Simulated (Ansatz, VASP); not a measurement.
# AlN in VASP and in Ansatz

INCAR

```
  PREC = Accurate
  ENCUT = 520
  EDIFF = 1E-6
  ISMEAR = 0
  SIGMA = 0.01
  LREAL = F
  LASPH = T
  NELM = 100
  ALGO = Normal
  ISIF = 2
  LWAVE = F
  LCHARG = F
  GGA = CA
  NBANDS = 11
```

Contents of KPOINTS:

```
regular mesh
0
Gamma
  10 10 10
```

POSCAR

```
AlN
1.0
    0.0000000000      2.0188685302      2.0188685302
    2.0188685302      0.0000000000      2.0188685302
    2.0188685302      2.0188685302      0.0000000000
Al N
1 1
Direct
    0.0000000000      0.0000000000      0.0000000000
    0.5000000000      0.5000000000      0.5000000000
```

Input for Ansatz:

```yaml
crystal:
  lattice:
    - [0.0, 2.0188685302, 2.0188685302]
    - [2.0188685302, 0.0, 2.0188685302]
    - [2.0188685302, 2.0188685302, 0.0]
  atoms:
    - { symbol: Al, position: [0.0, 0.0, 0.0] }
    - { symbol: "N", position: [0.5, 0.5, 0.5] }
kpoints:
  mp_grid: { grid: [10, 10, 10] }
  band_path:
    path:
      - [0.0, 0.0, 0.0]
      - [0.5, 0.0, 0.5]
      - [0.625, 0.25, 0.625]
      - [0.375, 0.375, 0.75]
      - [0.5, 0.5, 0.5]
      - [0.5, 0.25, 0.75]
      - [0.0, 0.5, 0.5]
    npoints: 1
hamiltonian:
  xc: lda
scf:
  occupations: { method: fixed }
  n_extra_bands: 4
output:
  forces: true
  stress: true
  eigenvalues: true
  write_density: true
  write_potential: true
  elf: true
  volumetric_format: npy
```

Alike in both runs: task single point; functional LDA; k mesh 10 × 10 × 10; no spin polarisation.

```csv
,VASP,Ansatz
version,VASP 6.6.1,Ansatz 0.2.0
potentials or method,"VASP PAW LDA potentials, release 64 (Al, N)","plane waves, PAW"
plane-wave cutoff (eV),520,420
occupations,"gaussian, width 0.01 eV",fixed
valence electrons in the cell,8,8
```

|  | VASP | Ansatz | Ansatz less VASP |
| --- | --- | --- | --- |
| gap on the k mesh at the Fermi level (eV) | 4.50 | 4.51 | +0.013 |
| pressure (GPa) | -4.7 | -5.3 | -0.58 |

LDA's correlation is that of Perdew and Zunger in VASP and of Perdew and Wang (1992) in Ansatz.
